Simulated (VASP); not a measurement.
## GaN: single point with r2SCAN

The system is GaN.

```
Ga N
1.0
     0.00000    2.28269    2.28269
     2.28269    0.00000    2.28269
     2.28269    2.28269    0.00000
Ga N
1 1
Direct
  0.00000 0.00000 0.00000
  0.25000 0.25000 0.25000
```

This cell differs from its parent crystal: strain +1.5%.

```json
{
 "Program": "VASP 6.6.1",
 "Task": "single point",
 "Functional": "r2SCAN",
 "Potentials or basis": "VASP PAW PBE potentials, release 64 (Ga_d, N)",
 "Cutoff": "520 eV",
 "k mesh": "10 × 10 × 10",
 "Occupations": "gaussian, width 0.01 eV",
 "Spin": "no spin polarisation",
 "Dipole correction": "no",
 "Further INCAR settings": "ALGO = Normal; EDIFF = 1e-07; NBANDS = 16"
}
```

| Item | Value |
| --- | --- |
| Pressure | -7.0 GPa |
| Band gap on the k mesh | 1.86 eV, direct |

Levels at points of the mesh, in eV from the valence-band top:
```tsv
k point	band 7	band 8	band 9	band 10	band 11	band 12
(0.00, 0.00, 0.00)	0.00	0.00	0.00	1.86	10.75	10.75
(0.50, 0.00, 0.00)	-6.90	-0.95	-0.95	4.89	9.23	10.79
(0.50, 0.50, 0.00)	-6.06	-2.65	-2.65	3.75	7.00	12.29
```

Run time: 53 s on 1 thread of Intel(R) Xeon(R) Platinum 8259CL CPU @ 2.50GHz (Skylake/Cascade Lake), on a shared host, peak memory 0.15 GiB.

Caveat: the cell differs from its parent crystal (strain +1.5%); the PAW data sets were made with another functional, which shifts forces and pressure a little.
